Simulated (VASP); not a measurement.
Set up this calculation in VASP 6.6.1, as the native input.

| Item | Value |
| --- | --- |
| Task | single point |
| Functional | PBE |
| Potentials or basis | VASP PAW PBE potentials, release 64 (B, Pd) |
| Cutoff | 520 eV |
| k mesh | 4 × 2 × 2 |
| Occupations | gaussian, width 0.1 eV |
| Spin | no spin polarisation |
| Dipole correction | no |
| Further INCAR settings | ALGO = Normal; EDIFF = 1e-06; NBANDS = 30 |

The structure of BPd4 lies in POSCAR:

```
BPd4
1.0
    2.9403533852     -0.0220771591     -0.0002684521
   -0.0333215674      4.3442742933     -0.0157486110
   -0.0005436112     -0.0211291323      5.9509654500
B Pd
1 4
Direct
    0.5000000000      0.0000000000      0.8632270000
    0.5000000000      0.5000000000      0.8675610000
    0.0000000000      0.5000000000      0.3291640000
    0.0000000000      0.0000000000      0.6194700000
    0.5000000000      0.0000000000      0.1975780000
```

The input as run:

INCAR

```
SYSTEM = BPd4
ALGO = Normal ; EDIFF = 1E-6
ENCUT = 520 ; GGA = PE
ISIF = 2 ; ISMEAR = 0
LASPH = .TRUE. ; LCHARG = .FALSE.
LREAL = .FALSE. ; LWAVE = .FALSE.
NBANDS = 30 ; NELM = 60
PREC = Accurate ; SIGMA = 0.1
```

KPOINTS

```
k-points
0
G
  4 2 2
  0 0 0
```

Potentials or basis: VASP PAW PBE potentials, release 64 (B, Pd).

Command:

```bash
$ cat potpaw_PBE.64/B/POTCAR potpaw_PBE.64/Pd/POTCAR > POTCAR
$ mpirun -np 1 vasp_std > vasp.out
```

It gave:

```json
{
 "Pressure": "-4.3 GPa",
 "Largest force": "0.285 eV/Å",
 "Band gap on the k mesh": "zero (an odd number of electrons rules out a gap without spin polarisation)"
}
```

Caveat: the k points lie up to 0.72 Å⁻¹ apart, too coarse for converged energies and pressures of a metal.

Run time: 34 s on 1 thread of AMD EPYC 7R13 (shared host), peak memory 0.16 GiB.
